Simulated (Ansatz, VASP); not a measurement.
This is a calculation of NbAs for Ansatz 0.2.0.

Contents of input.yaml:

```yaml
crystal:
  lattice:
    - [-1.7142667651, 1.7142667651, 5.8008041881]
    - [1.7142667651, -1.7142667651, 5.8008041881]
    - [1.7142667651, 1.7142667651, -5.8008041881]
  atoms:
    - { symbol: Nb, position: [0.5, 0.0, 0.5] }
    - { symbol: Nb, position: [0.75, 0.75, 0.0] }
    - { symbol: As, position: [0.916, 0.416, 0.5] }
    - { symbol: As, position: [0.166, 0.166, 0.0] }
kpoints:
  mp_grid: { grid: [11, 11, 11] }
scf:
  occupations: { method: fermi_dirac, width: 0.05 }
hamiltonian:
  xc: lda
  pseudopotentials: { kind: all_electron, lapw: { basis_error: 0.002 } }
output:
  forces: true
  stress: true
  eigenvalues: true
```

Potentials or basis: all-electron LAPW, scalar-relativistic.

Launch:

```console
$ ansatz run input.yaml --threads 2 --pin off --max-ram 6144MiB --backend cpu --events-out ev --progress --plain --runs-dir out
```

**Question.** Translate it to VASP 6.6.1. Potentials there: VASP PAW LDA potentials, release 64 (Nb_sv, As).

**Answer.** As run (the cutoff follows the program's own potentials):

INCAR

```
SYSTEM = NbAs
ALGO = Normal ; EDIFF = 1E-7
ENCUT = 520 ; ISIF = 2
ISMEAR = -1 ; LASPH = .TRUE.
LCHARG = .TRUE. ; LELF = .TRUE.
LREAL = .FALSE. ; LVHAR = .TRUE.
LWAVE = .FALSE. ; NBANDS = 26
NELM = 100 ; PREC = Accurate
SIGMA = 0.05
```

File KPOINTS:

```
k-points
0
G
  11 11 11
  0 0 0
```

Contents of POSCAR:

```
NbAs
1.0
   -1.7142667651      1.7142667651      5.8008041881
    1.7142667651     -1.7142667651      5.8008041881
    1.7142667651      1.7142667651     -5.8008041881
Nb As
2 2
Direct
    0.5000000000      0.0000000000      0.5000000000
    0.7500000000      0.7500000000      0.0000000000
    0.9160000000      0.4160000000      0.5000000000
    0.1660000000      0.1660000000      0.0000000000
```

Potentials or basis: VASP PAW LDA potentials, release 64 (Nb_sv, As).

Run with:

```bash
$ cat potpaw_LDA.64/Nb_sv/POTCAR potpaw_LDA.64/As/POTCAR > POTCAR
$ mpirun -np 1 vasp_std > vasp.out
```

Both were run:

|  | VASP | Ansatz | Ansatz less VASP |
| --- | --- | --- | --- |
| gap on the k mesh at the Fermi level (eV) | none | none | - |
| pressure (GPa) | -1.8 | -2.1 | -0.35 |
| traceless stress, the component that is largest in VASP (GPa) | 0.71 | 0.78 | +0.068 |
| rms of the force components (eV/Å) | 0.176 | 0.173 | -0.0024 |

LDA's correlation is that of Perdew and Zunger in VASP and of Perdew and Wang (1992) in Ansatz. Atom by atom the forces differ by 0.002 eV/Å (rms over components). A gap of «none» marks a metal or a gap that the smearing closes. Ansatz ran all-electron here, and VASP with PAW potentials.
